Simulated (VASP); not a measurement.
Write the native input for VASP 6.6.1 that does the following.

```yaml
Task: single point
Functional: PBE
Potentials_or_basis: VASP PAW PBE potentials, release 64 (Te)
Cutoff: 520 eV
k_mesh: 12 × 12 × 6
Occupations: gaussian, width 0.01 eV
Spin: no spin polarisation
Dipole_correction: no
Further_INCAR_settings: ALGO = Normal; EDIFF = 1e-06; NBANDS = 16
```

The structure of Te lies in POSCAR:

```
Te
1.0
    4.5186668005      0.0000000000      0.0000000000
   -2.2593334002      3.9132802405      0.0000000000
    0.0000000000      0.0000000000      5.9561016534
Te
3
Direct
    0.2682940022      0.0000000000      0.3333333333
    0.0000000000      0.2682940022      0.6666666667
    0.7317059978      0.7317059978      0.0000000000
```

One way to write it, as run:

INCAR

```
PREC = Accurate
ENCUT = 520
EDIFF = 1E-6
ISMEAR = 0
SIGMA = 0.01
LREAL = F
LASPH = T
NELM = 60
ALGO = Normal
ISIF = 2
LWAVE = F
LCHARG = T
GGA = PE
LELF = T
LVHAR = T
NBANDS = 16
```

KPOINTS

```
Automatic mesh
0
Gamma
  12 12 6
```

Potentials or basis: VASP PAW PBE potentials, release 64 (Te).

Run with:

```sh
$ cat potpaw_PBE.64/Te/POTCAR > POTCAR
$ mpirun -np 1 vasp_std > vasp.out
```

Results of the run:

```
Pressure               : 0.0 GPa
Largest force          : 0.008 eV/Å
Band gap on the k mesh : 0.21 eV
```

Caveat: spin-orbit coupling is left out, which moves the levels of the heavy elements.

It took 57 s on 1 thread of Intel(R) Xeon(R) 6975P-C (Granite Rapids) (shared host), peak memory 0.31 GiB.
